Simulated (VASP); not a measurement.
# P (Pmmm) in VASP: notebook

P is run at these levels: PBE; tasks: single point, relaxation of cell and atoms.

All numbers are computed with VASP 6.6.1; they aren't measurements. Logs are shortened: lines on timing, memory, paths and dates and some standing lists are left out, and cuts for length are marked.

## (1) The cell of the first run

The structure is orthorhombic, space group Pmmm (No. 47). Conventional cell: a = 2.040 Å, b = 3.063 Å, c = 3.357 Å, α = 90.00°, β = 90.00°, γ = 90.00°. P (site symmetry mmm) has 2 P at 2.04 Å within 2.7 Å.

## (2) Single point, PBE

INCAR reads:

```
SYSTEM = P
ALGO = Normal ; EDIFF = 1E-7
ENCUT = 520 ; GGA = PE
ISIF = 2 ; ISMEAR = 0
LASPH = .True. ; LCHARG = .False.
LREAL = .False. ; LWAVE = .False.
NBANDS = 8 ; NELM = 80
PREC = Accurate ; SIGMA = 0.1
```

KPOINTS reads:

```
k-points
0
Gamma
  8 6 6
  0 0 0
```

POSCAR reads:

```
P
1.0
    2.0395533000      0.0000000000      0.0000000000
    0.0000000000      3.0626286600      0.0000000000
    0.0000000000      0.0000000000      3.3571225300
P
1
Direct
    0.0000000000      0.0000000000      0.0000000000
```

Potentials or basis: VASP PAW PBE potentials, release 64 (P).

The run is started by

```bash
> cat potpaw_PBE.64/P/POTCAR > POTCAR
> mpirun -np 1 vasp_std > vasp.out
```

OUTCAR:

```text
SYSTEM = P
   EDIFF = 1E-7
   ENCUT = 520
   GGA = PE
   ISIF = 2
   ISMEAR = 0
   LASPH = .True.
   LREAL = .False.
   NELM = 80
   PREC = Accurate

 ion  position               nearest neighbor table
   1  0.000  0.000  0.000-

  LATTYP: Found a simple orthorhombic cell.
 ALAT       =     2.0395533000
 B/A-ratio  =     1.5016173689
 C/A-ratio  =     1.6460087265

  Lattice vectors:

 A1 = (   2.0395533000,   0.0000000000,   0.0000000000)
 A2 = (   0.0000000000,   3.0626286600,   0.0000000000)
 A3 = (   0.0000000000,   0.0000000000,   3.3571225300)

Analysis of symmetry for initial positions (statically):
=====================================================================
 Subroutine PRICEL returns:
 Original cell was already a primitive cell.

 Routine SETGRP: Setting up the symmetry group for a
 simple orthorhombic supercell.

 Subroutine GETGRP returns: Found  8 space group operations
 (whereof  8 operations were pure point group operations)
 out of a pool of  8 trial point group operations.

The static configuration has the point symmetry D_2h.

Analysis of symmetry for dynamics (positions and initial velocities):
=====================================================================
 Subroutine PRICEL returns:
 Original cell was already a primitive cell.

 Routine SETGRP: Setting up the symmetry group for a
 simple orthorhombic supercell.

 Subroutine GETGRP returns: Found  8 space group operations
 (whereof  8 operations were pure point group operations)
 out of a pool of  8 trial point group operations.

The dynamic configuration has the point symmetry D_2h.

 Subroutine INISYM returns: Found  8 space group operations
 (whereof  8 operations are pure point group operations),
 and found     1 'primitive' translations

----------------------------------------------------------------------------------------

                                     Primitive cell

  volume of cell :      20.9699

  direct lattice vectors                    reciprocal lattice vectors
     2.039553300  0.000000000  0.000000000     0.490303440  0.000000000  0.000000000
     0.000000000  3.062628660  0.000000000     0.000000000  0.326516895  0.000000000
     0.000000000  0.000000000  3.357122530     0.000000000  0.000000000  0.297874144

  length of vectors
     2.039553300  3.062628660  3.357122530     0.490303440  0.326516895  0.297874144

  position of ions in fractional coordinates (direct lattice)
     0.000000000  0.000000000  0.000000000

  ion indices of the primitive-cell ions
   primitive index   ion index
                 1           1

----------------------------------------------------------------------------------------

 KPOINTS: k-points

Automatic generation of k-mesh.
 Grid dimensions read from file:
 generate k-points for:    8    6    6

 Generating k-lattice:

  Cartesian coordinates                     Fractional coordinates (reciprocal lattice)
     0.061287930  0.000000000  0.000000000     0.125000000  0.000000000  0.000000000
     0.000000000  0.054419482  0.000000000     0.000000000  0.166666667  0.000000000
     0.000000000  0.000000000  0.049645691     0.000000000  0.000000000  0.166666667

  Length of vectors
     0.061287930  0.054419482  0.049645691

  Shift w.r.t. Gamma in fractional coordinates (k-lattice)
     0.000000000  0.000000000  0.000000000

 Subroutine IBZKPT returns following result:
 ===========================================

 Found     80 irreducible k-points:

 Following reciprocal coordinates:
            Coordinates               Weight
  0.000000  0.000000  0.000000      1.000000
  0.125000  0.000000  0.000000      2.000000
  0.250000  0.000000  0.000000      2.000000
  0.375000  0.000000  0.000000      2.000000
  0.500000  0.000000  0.000000      1.000000
  0.000000  0.166667  0.000000      2.000000
[... 16 lines left out ...]
  0.250000  0.000000  0.166667      4.000000
  0.375000  0.000000  0.166667      4.000000
 [... further k-points ...]
   k-points           NKPTS =     80   k-points in BZ     NKDIM =     80   number of bands    NBANDS=      8
   number of dos      NEDOS =    301   number of ions     NIONS =      1
   total plane-waves  NPLWV =  10752
   dimension x,y,z NGX =    16 NGY =   24 NGZ =   28
   dimension x,y,z NGXF=    32 NGYF=   48 NGZF=   56
   ions per type =               1
   NGX,Y,Z   is equivalent  to a cutoff of  13.04, 13.03, 13.87 a.u.
   NGXF,Y,Z  is equivalent  to a cutoff of  26.08, 26.06, 27.73 a.u.
 SYSTEM =  P
   PREC   = accura    normal or accurate (medium, high low for compatibility)
   ISTART =      0    job   : 0-new  1-cont  2-samecut
   ICHARG =      2    charge: 1-file 2-atom 10-const
   ISPIN  =      1    spin polarized calculation?
   LNONCOLLINEAR =      F non collinear calculations
   LSORBIT =      F    spin-orbit coupling
   LASPH  =      T    aspherical Exc in radial PAW
   ENCUT  =  520.0 eV  38.22 Ry    6.18 a.u.   3.79  5.69  6.24*2*pi/ulx,y,z
   NELM   =     80;   NELMIN=  2; NELMDL= -5     # of ELM steps
   EDIFF  = 0.1E-06   stopping-criterion for ELM
   LREAL  =      F    real-space projection
   EDIFFG = 0.1E-05   stopping-criterion for IOM
   NSW    =      0    number of steps for IOM
   IBRION =     -1    ionic relax: 0-MD 1-quasi-New 2-CG
   NFREE  =      0    steps in history (QN), initial steepest desc. (CG)
   ISIF   =      2    stress and relaxation
   ISYM   =      2    0-nonsym 1-usesym 2-fastsym
   POTIM  = 0.5000    time-step for ionic-motion
   TEBEG  =    0.0;   TEEND  =   0.0 temperature during run
   PSTRESS=    0.0 pullay stress
   NELECT =       5.0000    total number of electrons
   NUPDOWN=      -1.0000    fix difference up-down
   EMIN   =  10.00;   EMAX   =-10.00  energy-range for DOS
   EFERMI =   0.00;   METHOD = LEGACY
   ISMEAR =     0;   SIGMA  =   0.10  broadening in eV -4-tet -1-fermi 0-gaus
   EFERMI_NEDOS =   21; number of points for ismear=-14 and -15
   IALGO  =     38    algorithm
   IMIX   =      4    mixing-type and parameters
     AMIX     =   0.40;   BMIX     =  1.00
     AMIX_MAG =   1.60;   BMIX_MAG =  1.00
  volume/ion in A,a.u.               =      20.97       141.51
  Fermi-wavevector in a.u.,A,eV,Ry     =   1.015156  1.918366 14.021361  1.030541
  Thomas-Fermi vector in A             =   2.148425
   LORBIT       =      0    0 simple, 1 ext, 2 COOP (PROOUT), +10 PAW based schemes
   GGA     = PE    functional components
   LHFCALC =     F    Hartree Fock is set to
   AEXX    =    0.0000 exact exchange contribution
   IVDW    =     0    specifies the selected vdW correction
   LEPSILON=     F    determine dielectric tensor
   LRPA    =     F    only Hartree local field effects (RPA)
 non-spin polarized calculation
 Gauss-broadening in eV      SIGMA  =   0.10
  energy-cutoff  :      520.00
  volume of cell :       20.97
 maximum number of plane-waves:       584
 NGX is ok and might be reduce to    16
   NGX =  7   NGY = 11   NGZ = 13

 number of electron       5.0000000 magnetization

 Free energy of the ion-electron system (eV)
  ---------------------------------------------------
  ext. energy  EPLUGINS =         0.00000000
  ---------------------------------------------------
  free energy    TOTEN  =        -4.25711364 eV

  energy without entropy =       -4.25361318  energy(sigma->0) =       -4.25536341

 E-fermi :   4.5999     XC(G=0):  -9.4054

 val. band max:        4.5621429767   @ k =   0.1250   0.5000   0.0000
 cond. band min:       4.6014467102   @ k =   0.3750   0.5000   0.3333
 fundamental gap:      0.0393037335
 Fermi energy:         4.5999120200

 k-point     1 :       0.0000    0.0000    0.0000
  band No.  band energies     occupation
      1      -9.7840      2.00000
      2       3.1131      2.00000
      3       4.5280      1.69051
      4       8.4926      0.00000
      5      10.1325      0.00000
      6      18.9828      0.00000
      7      20.9379      0.00000
      8      21.4533      0.00000

 k-point     2 :       0.1250    0.0000    0.0000
  band No.  band energies     occupation
      1      -9.2565      2.00000
      2       3.6008      2.00000
      3       5.0055      0.00000
      4       8.6581      0.00000
      5      10.5776      0.00000
      6      15.8094      0.00000
      7      19.4765      0.00000
      8      24.4925      0.00000

 k-point     3 :       0.2500    0.0000    0.0000
  band No.  band energies     occupation
      1      -7.6912      2.00000
      2       5.0541      0.00000
      3       6.4288      0.00000
      4       7.1109      0.00000
      5      11.8326      0.00000
      6      13.5200      0.00000
      7      20.9033      0.00000
      8      21.4438      0.00000

 k-point     4 :       0.3750    0.0000    0.0000
  band No.  band energies     occupation
      1      -5.1530      2.00000
      2       2.8030      2.00000
      3       7.4014      0.00000
      4       8.7275      0.00000
      5      14.1732      0.00000
      6      15.3572      0.00000
      7      16.1144      0.00000
      8      17.3034      0.00000

 k-point     5 :       0.5000    0.0000    0.0000
  band No.  band energies     occupation
      1      -2.4119      2.00000
      2      -0.6926      2.00000
      3       9.5742      0.00000
      4      10.8476      0.00000
      5      12.9365      0.00000
      6      14.1927      0.00000
      7      16.6819      0.00000
      8      16.9423      0.00000
[... 177 lines left out ...]
 k-point    22 :       0.1250    0.0000    0.1667
  band No.  band energies     occupation
      1      -9.0977      2.00000
      2       2.1815      2.00000
      3       5.1145      0.00000
      4       9.7269      0.00000
      5      11.7166      0.00000
      6      15.9669      0.00000
      7      18.1578      0.00000
      8      22.1745      0.00000

 k-point    23 :       0.2500    0.0000    0.1667
  band No.  band energies     occupation
      1      -7.5359      2.00000
      2       3.6475      2.00000
      3       6.5341      0.00000
      4       7.5415      0.00000
      5      13.2030      0.00000
      6      14.1409      0.00000
      7      19.6449      0.00000
      8      20.4912      0.00000

 k-point    24 :       0.3750    0.0000    0.1667
  band No.  band energies     occupation
      1      -5.0070      2.00000
      2       2.9289      2.00000
      3       6.2243      0.00000
      4       8.8264      0.00000
      5      14.5572      0.00000
      6      15.6390      0.00000
      7      16.5218      0.00000
      8      17.3916      0.00000

 [... further k-points ...]

------------------------ aborting loop because EDIFF is reached ----------------------------------------

  FORCE on cell =-STRESS in cart. coord.  units (eV):
  Direction    XX          YY          ZZ          XY          YZ          ZX
  --------------------------------------------------------------------------------------
  -------------------------------------------------------------------------------------
  Total        4.7577745     -1.6435535     -0.1237716     -0.0000000      0.0000000      0.0000000
  in kB      363.5112389   -125.5734533     -9.4566022     -0.0000000      0.0000000      0.0000000
  external PRESSURE =      76.1603945 kB  Pullay stress =       0.0000000 kB

 VOLUME and BASIS-vectors are now :
 -----------------------------------------------------------------------------
  energy-cutoff  :      520.00
  volume of cell :       20.97
      direct lattice vectors                 reciprocal lattice vectors
     2.039553300  0.000000000  0.000000000     0.490303440  0.000000000  0.000000000
     0.000000000  3.062628660  0.000000000     0.000000000  0.326516895  0.000000000
     0.000000000  0.000000000  3.357122530     0.000000000  0.000000000  0.297874144

 POSITION                                       TOTAL-FORCE (eV/Angst)
 -----------------------------------------------------------------------------------
      0.00000      0.00000      0.00000         0.000000      0.000000      0.000000
 -----------------------------------------------------------------------------------
    total drift:                                0.000000      0.000000      0.000000

  FREE ENERGIE OF THE ION-ELECTRON SYSTEM (eV)
  ---------------------------------------------------
  free  energy   TOTEN  =        -4.2571136383 eV

  energy  without entropy=       -4.2536131802  energy(sigma->0) =       -4.25536341
```

Wall time 5.2 s (1 thread of Intel Xeon Platinum 8488C (Sapphire Rapids), shared host); peak memory 0.12 GiB.

Results:

- Free energy: -4.2571 eV
- Pressure: 7.6 GPa

Stress tensor (GPa, compression positive):
```
 36.35   0.00   0.00
  0.00 -12.56   0.00
  0.00   0.00  -0.95
```

Levels at points of the mesh, in eV from the Fermi level:
```tsv
k point	band 1	band 2	band 3	band 4	band 5	band 6
(0.00, 0.00, 0.00)	-14.38	-1.49	-0.07	3.89	5.53	14.38
(0.50, 0.00, 0.00)	-7.01	-5.29	4.97	6.25	8.34	9.59
(0.00, 0.50, 0.00)	-13.07	-6.00	-0.52	6.10	8.52	10.68
(0.50, 0.50, 0.00)	-6.22	-3.52	0.97	4.09	5.79	9.21
(0.00, 0.00, 0.50)	-13.66	-5.57	0.41	6.17	10.63	11.71
(0.50, 0.00, 0.50)	-6.58	-4.33	1.50	4.43	6.63	10.01
(0.00, 0.50, 0.50)	-12.40	-5.18	-4.13	2.77	14.17	17.27
(0.50, 0.50, 0.50)	-5.86	-2.52	1.62	2.69	4.93	5.86
```

Caveat: the k points lie up to 0.39 Å⁻¹ apart.

[end of part 1 of 2]
